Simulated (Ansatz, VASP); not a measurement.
**Cl in VASP and in Ansatz**

Contents of INCAR:

```
PREC = Accurate ; ENCUT = 600
EDIFF = 1E-6 ; ISMEAR = -1
SIGMA = 0.05 ; LREAL = False
LASPH = True ; NELM = 100
ALGO = Normal ; ISIF = 3
LWAVE = False ; LCHARG = False
GGA = RE ; IBRION = 2
NSW = 80 ; EDIFFG = -0.01
```

KPOINTS

```
regular mesh
0
Gamma
  5 5 2
```

POSCAR

```
Cl
1.0
    3.0726500000     -2.1977000000      0.0000000000
    3.0726500000      2.1977000000      0.0000000000
    0.0000000000      0.0000000000      8.1537000000
Cl
4
Direct
    0.8763000000      0.1237000000      0.1025000000
    0.6237000000      0.3763000000      0.6025000000
    0.1237000000      0.8763000000      0.8975000000
    0.3763000000      0.6237000000      0.3975000000
```

Input for Ansatz:

```yaml
crystal:
  lattice:
    - [3.07265, -2.1977, 0.0]
    - [3.07265, 2.1977, 0.0]
    - [0.0, 0.0, 8.1537]
  atoms:
    - { symbol: Cl, position: [0.8763, 0.1237, 0.1025] }
    - { symbol: Cl, position: [0.6237, 0.3763, 0.6025] }
    - { symbol: Cl, position: [0.1237, 0.8763, 0.8975] }
    - { symbol: Cl, position: [0.3763, 0.6237, 0.3975] }
hamiltonian:
  xc: revpbe
  pseudopotentials:
    kind: paw
    azcp:
      Cl: "pseudopotentials/Cl.paw.azcp"
basis:
  ecutwfc: 420
  fft_grid_basis: typed
kpoints:
  mp_grid: { grid: [5, 5, 2], shift: [0, 0, 0] }
magnetization:
  spin_polarized: false
scf:
  occupations: { method: fermi_dirac, width: 0.05 }
relax:
  max_steps: 60
  f_tol: 0.01
  cell: {}
```

Alike in both runs: task relaxation of cell and atoms; functional revPBE; k mesh 5 × 5 × 2; occupations fermi-dirac, width 0.05 eV; no spin polarisation.

```csv
,VASP,Ansatz
version,VASP 6.6.1,Ansatz 0.2.0
potentials or method,"VASP PAW PBE potentials, release 64 (Cl), cutoff 600 eV","plane waves (420 eV) with PAW, scalar-relativistic"
valence electrons in the cell,28,28
```

```tsv
	VASP	Ansatz	Ansatz less VASP
relaxed volume (Å³/atom)	53.63	60.96	+7.325
relaxed cell length with the largest relative difference (Å)	9.207	9.623	+0.4163
```

VASP's potentials were made for PBE, not for revPBE. One of these differences is far larger than is usual between the two programs; its cause wasn't traced.

Noted on VASP's run: the volume moved by over 15 % at a fixed basis, so the end points are rough.
